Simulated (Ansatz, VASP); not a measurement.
# Be2C in VASP and in Ansatz

```
Be C
1.0
    -0.01078    2.14999    2.14999
     2.14999   -0.01078    2.14999
     2.14999    2.14999   -0.01078
Be C
2 1
Direct
  0.24990 0.24990 0.24990
  0.75010 0.75010 0.75010
  0.00000 0.00000 0.00000
```

Change from the starting cell: equal xy, yz and zx engineering shears of -0.5 %.

Alike in both runs: functional PBEsol; k mesh 8 × 8 × 8; no spin polarisation.

Ansatz relaxed the structure, and its values are those at the end. VASP's run is a single point on that final structure, the one shown.

|  | VASP | Ansatz |
| --- | --- | --- |
| version | VASP 6.6.1 | Ansatz 0.2.0 |
| potentials or method | VASP PAW PBE potentials, release 64 (Be, C), cutoff 600 eV | all-electron LAPW, scalar-relativistic |
| occupations | gaussian, width 0.01 eV | fixed |

|  | VASP | Ansatz | Ansatz less VASP |
| --- | --- | --- | --- |
| gap on the k mesh at the Fermi level (eV) | 1.05 | 1.06 | +0.011 |
| pressure (GPa) | 0.6 | -0.2 | -0.75 |

VASP's potentials were made for PBE, not for PBEsol. Ansatz ran all-electron here, and VASP with PAW potentials.
